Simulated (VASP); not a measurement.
The system is PbO2.

```
Pb O
1.0
     5.08202    0.00000    0.00000
     0.00000    5.08202    0.00000
     0.00000    0.00000    3.44281
Pb O
2 4
Direct
  0.00000 0.00000 0.00000
  0.50000 0.50000 0.50000
  0.30798 0.30798 0.00000
  0.19202 0.80798 0.50000
  0.69202 0.69202 0.00000
  0.80798 0.19202 0.50000
```

- Program: VASP 6.6.1
- Task: relaxation of cell and atoms
- Functional: PBEsol
- Potentials or basis: VASP PAW PBE potentials, release 64 (Pb_d, O)
- Cutoff: 600 eV
- k mesh: 8 × 8 × 10
- Occupations: gaussian, width 0.1 eV
- Spin: no spin polarisation

At the start: pressure -5.0 GPa; volume 14.82 Å³/atom.

Problem. How do energy, volume and symmetry change on relaxing?

Solution. Over 11 steps the energy falls by 9.5 meV/atom and the volume is 14.21 Å³/atom (-4.1 %); space group P4_2/mnm (No. 136, to 0.1 Å) before and after.

Step by step:
```csv
step,energy change (eV),largest force (eV/Å),pressure (GPa),volume (Å³)
1,0.0000,0.0505,-4.96,88.92
2,-0.0214,0.1794,4.33,83.14
3,-0.0544,0.0695,-0.09,85.58
4,-0.0544,0.0723,0.03,85.51
5,-0.0563,0.0239,0.05,85.37
6,-0.0569,0.0271,0.10,85.22
7,-0.0569,0.0237,0.10,85.23
8,-0.0571,0.0134,-0.10,85.34
9,-0.0571,0.0122,-0.12,85.35
10,-0.0571,0.0058,0.02,85.26
11,-0.0571,0.0026,0.00,85.27
```

Final structure:
```
CELL_PARAMETERS angstrom
4.99741 0.00000 0.00000
0.00000 4.99741 0.00000
0.00000 0.00000 3.41435
ATOMIC_POSITIONS crystal
Pb 0.00000 0.00000 0.00000
Pb 0.50000 0.50000 0.50000
O 0.30759 0.30759 0.00000
O 0.19241 0.80759 0.50000
O 0.69241 0.69241 0.00000
O 0.80759 0.19241 0.50000
```

Caveat: the PAW data sets were made with another functional, which shifts forces and pressure a little.
